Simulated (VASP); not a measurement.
# Cd (P6_3/mmc) in VASP: a series of runs

The runs below take Cd through electric field gradients, with PBEsol.

All numbers are computed with VASP 6.6.1; they aren't measurements. Logs are shortened: lines on timing, memory, paths and dates and some standing lists are left out, and cuts for length are marked.

## (1) The cell of the first run

Symmetry: P6_3/mmc, No. 194, hexagonal system. The conventional cell has a = 2.918 Å, b = 2.918 Å, c = 5.503 Å, α = 90.00°, β = 90.00°, γ = 120.00°. Cd (site symmetry -6m2) has 12 Cd at 2.92 to 3.23 Å within 3.8 Å.

## (2) Electric field gradients, PBEsol (20.29 Å³/atom)

INCAR reads:

```
SYSTEM = Cd
ALGO     = Normal         ! electronic algorithm
EDIFF    = 1E-8           ! SCF threshold, eV
ENCUT    = 520            ! plane-wave cutoff, eV
GGA      = PS             ! functional
ISIF     = 2              ! what is computed and relaxed
ISMEAR   = -1             ! smearing method
LASPH    = .True.         ! aspherical terms in the spheres
LCHARG   = .False.        ! write CHGCAR
LEFG     = .True.       
LREAL    = .False.        ! projectors in reciprocal space
LWAVE    = .False.        ! write WAVECAR
NBANDS   = 19             ! bands
NELM     = 60             ! most SCF steps
PREC     = Accurate       ! precision mode
SIGMA    = 0.05           ! smearing width, eV
```

KPOINTS reads:

```
k-points
0
Gamma
  14 14 7
  0 0 0
```

POSCAR reads:

```
Cd
1.0
    2.9180621286      0.0000000000      0.0000000000
   -1.4590310642      2.5271159331      0.0000000000
    0.0000000000      0.0000000000      5.5029719036
Cd
2
Direct
    0.3333333333      0.6666666667      0.2500000000
    0.6666666667      0.3333333333      0.7500000000
```

Potentials or basis: VASP PAW PBE potentials, release 64 (Cd).

Started as:

```bash
> cat potpaw_PBE.64/Cd/POTCAR > POTCAR
> mpirun -np 1 vasp_std > vasp.out
```

OUTCAR:

```text
SYSTEM = Cd
   EDIFF = 1E-8
   ENCUT = 520
   GGA = PS
   ISIF = 2
   ISMEAR = -1
   LASPH = .True.
   LREAL = .False.
   NELM = 60
   PREC = Accurate

 ion  position               nearest neighbor table
   1  0.333  0.667  0.250-   2 3.23   2 3.23   2 3.23   2 3.23   2 3.23   2 3.23
   2  0.667  0.333  0.750-   1 3.23   1 3.23   1 3.23   1 3.23   1 3.23   1 3.23

  LATTYP: Found a hexagonal cell.
 ALAT       =     2.9180621286
 C/A-ratio  =     1.8858309594

  Lattice vectors:

 A1 = (   2.9180621286,   0.0000000000,   0.0000000000)
 A2 = (  -1.4590310642,   2.5271159331,   0.0000000000)
 A3 = (   0.0000000000,   0.0000000000,   5.5029719036)

Analysis of symmetry for initial positions (statically):
=====================================================================
 Subroutine PRICEL returns:
 Original cell was already a primitive cell.

 Routine SETGRP: Setting up the symmetry group for a
 hexagonal supercell.

 Subroutine GETGRP returns: Found 24 space group operations
 (whereof 12 operations were pure point group operations)
 out of a pool of 24 trial point group operations.

The static configuration has the point symmetry D_3d.
 The point group associated with its full space group is D_6h.

Analysis of symmetry for dynamics (positions and initial velocities):
=====================================================================
 Subroutine PRICEL returns:
 Original cell was already a primitive cell.

 Routine SETGRP: Setting up the symmetry group for a
 hexagonal supercell.

 Subroutine GETGRP returns: Found 24 space group operations
 (whereof 12 operations were pure point group operations)
 out of a pool of 24 trial point group operations.

The dynamic configuration has the point symmetry D_3d.
 The point group associated with its full space group is D_6h.

 Subroutine INISYM returns: Found 24 space group operations
 (whereof 12 operations are pure point group operations),
 and found     1 'primitive' translations

----------------------------------------------------------------------------------------

                                     Primitive cell

  volume of cell :      40.5805

  direct lattice vectors                    reciprocal lattice vectors
     2.918062129  0.000000000  0.000000000     0.342693183  0.197854002  0.000000000
    -1.459031064  2.527115933  0.000000000     0.000000000  0.395708003  0.000000000
     0.000000000  0.000000000  5.502971904     0.000000000  0.000000000  0.181719990

  length of vectors
     2.918062129  2.918062128  5.502971904     0.395708003  0.395708003  0.181719990

  position of ions in fractional coordinates (direct lattice)
     0.333333333  0.666666667  0.250000000
     0.666666667  0.333333333  0.750000000

  ion indices of the primitive-cell ions
   primitive index   ion index
                 1           1
                 2           2

----------------------------------------------------------------------------------------

 KPOINTS: k-points

Automatic generation of k-mesh.
 Grid dimensions read from file:
 generate k-points for:   14   14    7

 Generating k-lattice:

  Cartesian coordinates                     Fractional coordinates (reciprocal lattice)
     0.024478085  0.014132429  0.000000000     0.071428571 -0.000000000  0.000000000
     0.000000000  0.028264857  0.000000000     0.000000000  0.071428571  0.000000000
     0.000000000  0.000000000  0.025959999     0.000000000  0.000000000  0.142857143

  Length of vectors
     0.028264857  0.028264857  0.025959999

  Shift w.r.t. Gamma in fractional coordinates (k-lattice)
     0.000000000  0.000000000  0.000000000

 Subroutine IBZKPT returns following result:
 ===========================================

 Found     96 irreducible k-points:

 Following reciprocal coordinates:
            Coordinates               Weight
  0.000000  0.000000  0.000000      1.000000
  0.071429  0.000000  0.000000      6.000000
  0.142857  0.000000  0.000000      6.000000
  0.214286 -0.000000  0.000000      6.000000
  0.285714 -0.000000  0.000000      6.000000
  0.357143 -0.000000  0.000000      6.000000
[... 16 lines left out ...]
  0.285714  0.285714  0.000000      6.000000
  0.357143  0.285714  0.000000      6.000000
 [... further k-points ...]
   k-points           NKPTS =     96   k-points in BZ     NKDIM =     96   number of bands    NBANDS=     19
   number of dos      NEDOS =    301   number of ions     NIONS =      2
   total plane-waves  NPLWV =  24192
   dimension x,y,z NGX =    24 NGY =   24 NGZ =   42
   dimension x,y,z NGXF=    48 NGYF=   48 NGZF=   84
   ions per type =               2
   NGX,Y,Z   is equivalent  to a cutoff of  13.67, 13.67, 12.69 a.u.
   NGXF,Y,Z  is equivalent  to a cutoff of  27.35, 27.35, 25.38 a.u.
 SYSTEM =  Cd
   PREC   = accura    normal or accurate (medium, high low for compatibility)
   ISTART =      0    job   : 0-new  1-cont  2-samecut
   ICHARG =      2    charge: 1-file 2-atom 10-const
   ISPIN  =      1    spin polarized calculation?
   LNONCOLLINEAR =      F non collinear calculations
   LSORBIT =      F    spin-orbit coupling
   LASPH  =      T    aspherical Exc in radial PAW
   ENCUT  =  520.0 eV  38.22 Ry    6.18 a.u.   5.43  5.43 10.23*2*pi/ulx,y,z
   NELM   =     60;   NELMIN=  2; NELMDL= -5     # of ELM steps
   EDIFF  = 0.1E-07   stopping-criterion for ELM
   LREAL  =      F    real-space projection
   EDIFFG = 0.1E-06   stopping-criterion for IOM
   NSW    =      0    number of steps for IOM
   IBRION =     -1    ionic relax: 0-MD 1-quasi-New 2-CG
   NFREE  =      0    steps in history (QN), initial steepest desc. (CG)
   ISIF   =      2    stress and relaxation
   ISYM   =      2    0-nonsym 1-usesym 2-fastsym
   POTIM  = 0.5000    time-step for ionic-motion
   TEBEG  =    0.0;   TEEND  =   0.0 temperature during run
   PSTRESS=    0.0 pullay stress
   NELECT =      24.0000    total number of electrons
   NUPDOWN=      -1.0000    fix difference up-down
   EMIN   =  10.00;   EMAX   =-10.00  energy-range for DOS
   EFERMI =   0.00;   METHOD = LEGACY
   ISMEAR =    -1;   SIGMA  =   0.05  broadening in eV -4-tet -1-fermi 0-gaus
   EFERMI_NEDOS =   21; number of points for ismear=-14 and -15
   IALGO  =     38    algorithm
   IMIX   =      4    mixing-type and parameters
     AMIX     =   0.40;   BMIX     =  1.00
     AMIX_MAG =   1.60;   BMIX_MAG =  1.00
  volume/ion in A,a.u.               =      20.29       136.93
  Fermi-wavevector in a.u.,A,eV,Ry     =   1.374167  2.596799 25.692364  1.888336
  Thomas-Fermi vector in A             =   2.499618
   LORBIT       =      0    0 simple, 1 ext, 2 COOP (PROOUT), +10 PAW based schemes
   GGA     = PS    functional components
   LHFCALC =     F    Hartree Fock is set to
   AEXX    =    0.0000 exact exchange contribution
   IVDW    =     0    specifies the selected vdW correction
   LEPSILON=     F    determine dielectric tensor
   LRPA    =     F    only Hartree local field effects (RPA)
 non-spin polarized calculation
  energy-cutoff  :      520.00
  volume of cell :       40.58
 maximum number of plane-waves:      1119
 NGX is ok and might be reduce to    24
   NGX = 11   NGY = 11   NGZ = 21

 number of electron      24.0000016 magnetization

 Free energy of the ion-electron system (eV)
  ---------------------------------------------------
  ext. energy  EPLUGINS =         0.00000000
  ---------------------------------------------------
  free energy    TOTEN  =        -2.37586339 eV

  energy without entropy =       -2.36966941  energy(sigma->0) =       -2.37276640

 E-fermi :   3.2511     XC(G=0): -11.5433

 val. band max:        3.2509058495   @ k =   0.3571   0.0714   0.0000
 cond. band min:       3.2655166986   @ k =   0.2143   0.1429   0.0000
 fundamental gap:      0.0146108491
 Fermi energy:         3.2510843735

 k-point     1 :       0.0000    0.0000    0.0000
  band No.  band energies     occupation
      1      -6.8768      2.00000
      2      -6.5908      2.00000
      3      -6.1130      2.00000
      4      -6.1130      2.00000
      5      -6.0532      2.00000
      6      -6.0532      2.00000
[... 11 lines left out ...]
     18      18.7914      0.00000
     19      19.3335      0.00000
[... 485 lines left out ...]
 k-point    24 :       0.3571    0.2857    0.0000
  band No.  band energies     occupation
      1      -6.4651      2.00000
      2      -6.2517      2.00000
      3      -6.1140      2.00000
      4      -6.0415      2.00000
      5      -6.0191      2.00000
      6      -5.8881      2.00000
[... 11 lines left out ...]
     18       9.5925      0.00000
     19      11.4556      0.00000

 [... further k-points ...]

------------------------ aborting loop because EDIFF is reached ----------------------------------------

  FORCE on cell =-STRESS in cart. coord.  units (eV):
  Direction    XX          YY          ZZ          XY          YZ          ZX
  --------------------------------------------------------------------------------------
  -------------------------------------------------------------------------------------
  Total        0.9568217      0.9568217      0.3590176      0.0000000      0.0000000      0.0000000
  in kB       37.7767517     37.7767517     14.1745503      0.0000000      0.0000000      0.0000000
  external PRESSURE =      29.9093512 kB  Pullay stress =       0.0000000 kB

 VOLUME and BASIS-vectors are now :
 -----------------------------------------------------------------------------
  energy-cutoff  :      520.00
  volume of cell :       40.58
      direct lattice vectors                 reciprocal lattice vectors
     2.918062129  0.000000000  0.000000000     0.342693183  0.197854002  0.000000000
    -1.459031064  2.527115933  0.000000000     0.000000000  0.395708003  0.000000000
     0.000000000  0.000000000  5.502971904     0.000000000  0.000000000  0.181719990

 POSITION                                       TOTAL-FORCE (eV/Angst)
 -----------------------------------------------------------------------------------
     -0.00000      1.68474      1.37574         0.000000     -0.000000      0.000000
      1.45903      0.84237      4.12723        -0.000000      0.000000      0.000000
 -----------------------------------------------------------------------------------
    total drift:                               -0.000000      0.000000     -0.000000

  FREE ENERGIE OF THE ION-ELECTRON SYSTEM (eV)
  ---------------------------------------------------
  free  energy   TOTEN  =        -2.3758633860 eV

  energy  without entropy=       -2.3696694092  energy(sigma->0) =       -2.37276640

 Electric field gradients (V/A^2)
---------------------------------------------------------------------
 ion       V_xx      V_yy      V_zz      V_xy      V_xz      V_yz
---------------------------------------------------------------------
   1     -45.318   -45.316    90.634     0.001     0.000    -0.000
   2     -45.318   -45.316    90.634     0.001    -0.000     0.000
---------------------------------------------------------------------

 Electric field gradients after diagonalization (V/A^2)
 (convention: |V_zz| > |V_xx| > |V_yy|)
----------------------------------------------------------------------
 ion       V_xx      V_yy      V_zz     asymmetry (V_yy - V_xx)/ V_zz
----------------------------------------------------------------------
   1     -45.318   -45.316    90.634       0.000
   2     -45.318   -45.316    90.634       0.000
----------------------------------------------------------------------

           NMR quadrupolar parameters

 Cq : quadrupolar parameter    Cq=e*Q*V_zz/h
 eta: asymmetry parameters     (V_yy - V_xx)/ V_zz
 Q  : nuclear electric quadrupole moment in mb (millibarn)
----------------------------------------------------------------------
 ion       Cq(MHz)       eta       Q (mb)
----------------------------------------------------------------------
   1       0.219       0.000       1.000
   2       0.219       0.000       1.000
----------------------------------------------------------------------
```

It took 40 s on 1 thread of AMD EPYC 9R14 (Zen 4), shared host; peak memory 0.17 GiB.

Results:

```
Free energy                             : -2.3759 eV
Pressure                                : 3.0 GPa
Band gap on the k mesh                  : zero (bands 12 and 13 overlap by 4.35 eV)
Largest electric field gradient by atom : Cd +90.6 V/Å²
```

Electric field gradients, principal values (V/Å²):
| atom | least | middle | greatest (by size) |
| --- | --- | --- | --- |
| 1 Cd | -45.316 | -45.318 | 90.634 |
| 2 Cd | -45.316 | -45.318 | 90.634 |

Caveat: without QUAD_EFG the Cq values of the log hold for a quadrupole moment of 1 mb, not for the nuclei; the PAW data sets were made with another functional, which shifts forces and pressure a little.

(Continued in part 2 of 3.)

The gap in the log of VASP goes by the Fermi energy; the results here count the filled bands.